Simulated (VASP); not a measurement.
# Ti (Fm-3m) in VASP: further runs

Ti is run at these levels: PBE; tasks: single point.

Program: VASP 6.6.1. These are calculated values, not measurements. Logs are shortened: lines on timing, memory, paths and dates and some standing lists are left out, and cuts for length are marked.

### 1 The cell of the first run

It takes space group Fm-3m (No. 225, cubic). Conventional cell: a = 4.345 Å, b = 4.345 Å, c = 4.345 Å, α = 90.00°, β = 90.00°, γ = 90.00°. Within 4.0 Å of Ti (site symmetry m-3m) lie 12 Ti at 3.07 Å.

This isn't the form of Ti at room conditions, which is hcp.

### 2 Single point, PBE, collinear spin (20.51 Å³/atom)

File INCAR:

```
SYSTEM = Ti
  PREC = Accurate
  ENCUT = 520
  EDIFF = 1E-7
  ISMEAR = 0
  SIGMA = 0.15
  LREAL = .False.
  LASPH = .True.
  NELM = 150
  ALGO = Fast
  ISIF = 2
  LWAVE = .False.
  LCHARG = .False.
  ISPIN = 2
  MAGMOM = 0.875
  LORBIT = 11
  NUPDOWN = 0.875
  LMAXMIX = 4
  GGA = PE
  NBANDS = 16
```

File KPOINTS:

```
regular mesh
0
Gamma
  20 20 20
  0 0 0
```

File POSCAR:

```
Ti
1.0
    0.0000000000      2.1725938953      2.1725938953
    2.1725938953      0.0000000000      2.1725938953
    2.1725938953      2.1725938953      0.0000000000
Ti
1
Direct
    0.0000000000      0.0000000000      0.0000000000
```

Potentials or basis: VASP PAW PBE potentials, release 64 (Ti_sv).

On the command line:

```console
cat potpaw_PBE.64/Ti_sv/POTCAR > POTCAR
mpirun -np 1 vasp_std > vasp.out
```

OUTCAR:

```text
SYSTEM = Ti
   PREC = Accurate
   ENCUT = 520
   EDIFF = 1E-7
   ISMEAR = 0
   LREAL = .False.
   LASPH = .True.
   NELM = 150
   ISIF = 2
   ISPIN = 2
   LORBIT = 11
   NUPDOWN = 0.875
   GGA = PE

 ion  position               nearest neighbor table
   1  0.000  0.000  0.000-

  LATTYP: Found a face centered cubic cell.
 ALAT       =     4.3451877906

  Lattice vectors:

 A1 = (   0.0000000000,   2.1725938953,   2.1725938953)
 A2 = (   2.1725938953,   0.0000000000,   2.1725938953)
 A3 = (   2.1725938953,   2.1725938953,   0.0000000000)

Analysis of symmetry for initial positions (statically):
=====================================================================
 Subroutine PRICEL returns:
 Original cell was already a primitive cell.

 Routine SETGRP: Setting up the symmetry group for a
 face centered cubic supercell.

 Subroutine GETGRP returns: Found 48 space group operations
 (whereof 48 operations were pure point group operations)
 out of a pool of 48 trial point group operations.

The static configuration has the point symmetry O_h .

Analysis of symmetry for dynamics (positions and initial velocities):
=====================================================================
 Subroutine PRICEL returns:
 Original cell was already a primitive cell.

 Routine SETGRP: Setting up the symmetry group for a
 face centered cubic supercell.

 Subroutine GETGRP returns: Found 48 space group operations
 (whereof 48 operations were pure point group operations)
 out of a pool of 48 trial point group operations.

The dynamic configuration has the point symmetry O_h .

Analysis of structural, dynamic, and magnetic symmetry:
=====================================================================
 Subroutine PRICEL returns:
 Original cell was already a primitive cell.

 Routine SETGRP: Setting up the symmetry group for a
 face centered cubic supercell.

 Subroutine GETGRP returns: Found 48 space group operations
 (whereof 48 operations were pure point group operations)
 out of a pool of 48 trial point group operations.

The overall configuration has the point symmetry O_h .

 Subroutine INISYM returns: Found 48 space group operations
 (whereof 48 operations are pure point group operations),
 and found     1 'primitive' translations

----------------------------------------------------------------------------------------

                                     Primitive cell

  volume of cell :      20.5100

  direct lattice vectors                    reciprocal lattice vectors
     0.000000000  2.172593895  2.172593895    -0.230139651  0.230139651  0.230139651
     2.172593895  0.000000000  2.172593895     0.230139651 -0.230139651  0.230139651
     2.172593895  2.172593895  0.000000000     0.230139651  0.230139651 -0.230139651

  length of vectors
     3.072511752  3.072511752  3.072511752     0.398613568  0.398613568  0.398613568

  position of ions in fractional coordinates (direct lattice)
     0.000000000  0.000000000  0.000000000

  ion indices of the primitive-cell ions
   primitive index   ion index
                 1           1

----------------------------------------------------------------------------------------

 KPOINTS: regular mesh

Automatic generation of k-mesh.
 Grid dimensions read from file:
 generate k-points for:   20   20   20

 Generating k-lattice:

  Cartesian coordinates                     Fractional coordinates (reciprocal lattice)
    -0.011506983  0.011506983  0.011506983     0.050000000  0.000000000  0.000000000
     0.011506983 -0.011506983  0.011506983     0.000000000  0.050000000  0.000000000
     0.011506983  0.011506983 -0.011506983     0.000000000  0.000000000  0.050000000

  Length of vectors
     0.019930678  0.019930678  0.019930678

  Shift w.r.t. Gamma in fractional coordinates (k-lattice)
     0.000000000  0.000000000  0.000000000

 Subroutine IBZKPT returns following result:
 ===========================================

 Found    256 irreducible k-points:

 Following reciprocal coordinates:
            Coordinates               Weight
  0.000000  0.000000  0.000000      1.000000
  0.050000  0.000000  0.000000      8.000000
  0.100000  0.000000  0.000000      8.000000
  0.150000  0.000000  0.000000      8.000000
  0.200000  0.000000  0.000000      8.000000
  0.250000  0.000000  0.000000      8.000000
[... 16 lines left out ...]
 -0.400000  0.050000  0.000000     24.000000
 -0.350000  0.050000  0.000000     24.000000
 [... further k-points ...]
   k-points           NKPTS =    256   k-points in BZ     NKDIM =    256   number of bands    NBANDS=     16
   number of dos      NEDOS =    301   number of ions     NIONS =      1
   total plane-waves  NPLWV =  13824
   dimension x,y,z NGX =    24 NGY =   24 NGZ =   24
   dimension x,y,z NGXF=    48 NGYF=   48 NGZF=   48
   ions per type =               1
   NGX,Y,Z   is equivalent  to a cutoff of  12.99, 12.99, 12.99 a.u.
   NGXF,Y,Z  is equivalent  to a cutoff of  25.97, 25.97, 25.97 a.u.
 SYSTEM =  Ti
   PREC   = accura    normal or accurate (medium, high low for compatibility)
   ISTART =      0    job   : 0-new  1-cont  2-samecut
   ICHARG =      2    charge: 1-file 2-atom 10-const
   ISPIN  =      2    spin polarized calculation?
   LNONCOLLINEAR =      F non collinear calculations
   LSORBIT =      F    spin-orbit coupling
   LASPH  =      T    aspherical Exc in radial PAW
   ENCUT  =  520.0 eV  38.22 Ry    6.18 a.u.   5.71  5.71  5.71*2*pi/ulx,y,z
   NELM   =    150;   NELMIN=  2; NELMDL= -5     # of ELM steps
   EDIFF  = 0.1E-06   stopping-criterion for ELM
   LREAL  =      F    real-space projection
   EDIFFG = 0.1E-05   stopping-criterion for IOM
   NSW    =      0    number of steps for IOM
   IBRION =     -1    ionic relax: 0-MD 1-quasi-New 2-CG
   NFREE  =      0    steps in history (QN), initial steepest desc. (CG)
   ISIF   =      2    stress and relaxation
   ISYM   =      2    0-nonsym 1-usesym 2-fastsym
   POTIM  = 0.5000    time-step for ionic-motion
   TEBEG  =    0.0;   TEEND  =   0.0 temperature during run
   PSTRESS=    0.0 pullay stress
   NELECT =      12.0000    total number of electrons
   NUPDOWN=       0.8750    fix difference up-down
   EMIN   =  10.00;   EMAX   =-10.00  energy-range for DOS
   EFERMI =   0.00;   METHOD = LEGACY
   ISMEAR =     0;   SIGMA  =   0.15  broadening in eV -4-tet -1-fermi 0-gaus
   EFERMI_NEDOS =   21; number of points for ismear=-14 and -15
   IALGO  =     68    algorithm
   IMIX   =      4    mixing-type and parameters
     AMIX     =   0.40;   BMIX     =  1.00
     AMIX_MAG =   1.60;   BMIX_MAG =  1.00
  volume/ion in A,a.u.               =      20.51       138.41
  Fermi-wavevector in a.u.,A,eV,Ry     =   1.369241  2.587491 25.508503  1.874822
  Thomas-Fermi vector in A             =   2.495134
   LORBIT       =     11    0 simple, 1 ext, 2 COOP (PROOUT), +10 PAW based schemes
   GGA     = PE    functional components
   LHFCALC =     F    Hartree Fock is set to
   AEXX    =    0.0000 exact exchange contribution
   IVDW    =     0    specifies the selected vdW correction
   LEPSILON=     F    determine dielectric tensor
   LRPA    =     F    only Hartree local field effects (RPA)
 spin polarized calculation
 RMM-DIIS sequential band-by-band and
 Gauss-broadening in eV      SIGMA  =   0.15
  energy-cutoff  :      520.00
  volume of cell :       20.51
 maximum number of plane-waves:       568
   NGX = 11   NGY = 11   NGZ = 11

 number of electron      11.9999998 magnetization       0.8750000

 Free energy of the ion-electron system (eV)
  ---------------------------------------------------
  ext. energy  EPLUGINS =         0.00000000
  ---------------------------------------------------
  free energy    TOTEN  =        -7.58837347 eV

  energy without entropy =       -7.56824926  energy(sigma->0) =       -7.57831136

 E-fermi :   6.4713     XC(G=0): -10.7193

 val. band max:        6.7428171758   @ k =   0.4500   0.2000   0.1000
 cond. band min:       6.4779698621   @ k =  -0.3500   0.2000   0.0500
 fundamental gap:     -0.2648473137
 Fermi energy:         6.7440750795

 spin component 1

 k-point     1 :       0.0000    0.0000    0.0000
  band No.  band energies     occupation
      1     -50.6288      1.00000
      2     -26.6367      1.00000
      3     -26.6367      1.00000
      4     -26.6367      1.00000
      5       0.6272      1.00000
      6       7.0573      0.00157
[... 8 lines left out ...]
     15      27.9437      0.00000
     16      28.0736      0.00000
[... 419 lines left out ...]
 k-point    24 :      -0.3500    0.0500    0.0000
  band No.  band energies     occupation
      1     -50.5773      1.00000
      2     -26.9564      1.00000
      3     -26.6901      1.00000
      4     -26.6776      1.00000
      5       3.5127      1.00000
      6       6.2523      1.00000
[... 8 lines left out ...]
     15      26.0495      0.00000
     16      26.6237      0.00000

 [... further k-points ...]

 spin component 2

 k-point     1 :       0.0000    0.0000    0.0000
  band No.  band energies     occupation
      1     -50.1007      1.00000
      2     -26.1094      1.00000
      3     -26.1094      1.00000
      4     -26.1094      1.00000
      5       1.2137      1.00000
      6       7.7067      0.00000
[... 8 lines left out ...]
     15      28.2959      0.00000
     16      28.7590      0.00000
[... 419 lines left out ...]
 k-point    24 :      -0.3500    0.0500    0.0000
  band No.  band energies     occupation
      1     -50.0496      1.00000
      2     -26.4265      1.00000
      3     -26.1621      1.00000
      4     -26.1497      1.00000
      5       4.1355      1.00000
      6       6.8575      0.00014
[... 8 lines left out ...]
     15      26.5454      0.00000
     16      27.1807      0.00000

 [... further k-points ...]

------------------------ aborting loop because EDIFF is reached ----------------------------------------

  FORCE on cell =-STRESS in cart. coord.  units (eV):
  Direction    XX          YY          ZZ          XY          YZ          ZX
  --------------------------------------------------------------------------------------
  -------------------------------------------------------------------------------------
  Total       -1.5303055     -1.5303055     -1.5303055     -0.0000000     -0.0000000      0.0000000
  in kB     -119.5427011   -119.5427011   -119.5427011     -0.0000000     -0.0000000      0.0000000
  external PRESSURE =    -119.5427011 kB  Pullay stress =       0.0000000 kB

 VOLUME and BASIS-vectors are now :
 -----------------------------------------------------------------------------
  energy-cutoff  :      520.00
  volume of cell :       20.51
      direct lattice vectors                 reciprocal lattice vectors
     0.000000000  2.172593895  2.172593895    -0.230139651  0.230139651  0.230139651
     2.172593895  0.000000000  2.172593895     0.230139651 -0.230139651  0.230139651
     2.172593895  2.172593895  0.000000000     0.230139651  0.230139651 -0.230139651

 POSITION                                       TOTAL-FORCE (eV/Angst)
 -----------------------------------------------------------------------------------
      0.00000      0.00000      0.00000         0.000000      0.000000      0.000000
 -----------------------------------------------------------------------------------
    total drift:                               -0.000000      0.000000      0.000000

  FREE ENERGIE OF THE ION-ELECTRON SYSTEM (eV)
  ---------------------------------------------------
  free  energy   TOTEN  =        -7.5883734718 eV

  energy  without entropy=       -7.5682492571  energy(sigma->0) =       -7.57831136

 total charge

# of ion       s       p       d       tot
------------------------------------------
    1        2.218   6.086   1.796  10.100

 magnetization (x)

# of ion       s       p       d       tot
------------------------------------------
    1        0.004   0.046   0.529   0.579
```

Run time: 69 s. Hardware: 1 thread of Intel Xeon 6975P-C (Granite Rapids), shared host; peak memory 0.24 GiB.

What came out:

```
Free energy                                           : -7.5884 eV
Pressure                                              : -12.0 GPa
Net moment                                            : 0.88 μB per cell
Site moments                                          : Ti +0.58 μB
Valence electrons inside the program's atomic spheres : Ti 10.10
```

Caveat: the cell stands under tension; the total moment is fixed, so each spin has its own Fermi level and the state may be an excited one.

### 3 Single point, PBE, collinear spin (20.51 Å³/atom)

File INCAR:

```
SYSTEM = Ti
PREC = Accurate ; ENCUT = 520
EDIFF = 1E-6 ; ISMEAR = 0
SIGMA = 0.15 ; LREAL = .False.
LASPH = .True. ; NELM = 150
ALGO = Fast ; ISIF = 2
LWAVE = .False. ; LCHARG = .False.
ISPIN = 2 ; MAGMOM = 0.125
LORBIT = 11 ; NUPDOWN = 0.125
LMAXMIX = 4 ; GGA = PE
NBANDS = 16
```

KPOINTS is that of step 2.

POSCAR is that of step 2.

Potentials or basis: VASP PAW PBE potentials, release 64 (Ti_sv).

On the command line:

```console
cat potpaw_PBE.64/Ti_sv/POTCAR > POTCAR
mpirun -np 1 vasp_std > vasp.out
```

Wall time 56 s (1 thread of Intel Xeon 6975P-C (Granite Rapids), shared host); peak memory 0.24 GiB.

It converged, with:

| Quantity | Value |
| --- | --- |
| Free energy | -7.6390 eV |
| Pressure | -13.3 GPa |
| Net moment | 0.12 μB per cell |
| Site moments | Ti +0.08 μB |
| Valence electrons inside the program's atomic spheres | Ti 10.09 |

Caveat: the cell stands under tension; the total moment is fixed, so each spin has its own Fermi level and the state may be an excited one.
